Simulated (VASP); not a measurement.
GaAs:

```xyz
4
Lattice="4.2498 0.0000 0.0000 -2.1249 3.6804 0.0000 0.0000 0.0000 5.7732" Properties=species:S:1:pos:R:3 pbc="T T T"
Ga    0.0000    2.4536    1.4433
Ga    2.1249    1.2268    4.3299
As    2.1249    1.2268    1.4433
As    0.0000    2.4536    4.3299
```

Base run:

| Quantity | Value |
| --- | --- |
| Program | VASP 6.6.1 |
| Functional | PBE |
| Potentials or basis | VASP PAW PBE potentials, release 64 (Ga_d, As) |
| Cutoff | 520 eV |
| k mesh | 6 × 6 × 4 |
| Occupations | fermi-dirac, width 0.02 eV |
| Spin | no spin polarisation |

Its results: band gap on the k mesh zero (band 18 reaches 4.20 eV, above the bottom of band 19 at 3.19 eV); pressure 2.6 GPa.

Q: The run is repeated on the same cell with these changes: functional from PBE to r2SCAN; further incar settings from ALGO = Normal; EDIFF = 1e-06; NBANDS = 26 to ALGO = Normal; EDIFF = 1e-07; NBANDS = 26. What comes out?

A: Band gap on the k mesh zero (band 18 reaches 4.00 eV, above the bottom of band 19 at 2.92 eV); pressure 0.1 GPa.

Caveats: the PAW data sets were made with another functional, which shifts forces and pressure a little (some runs).
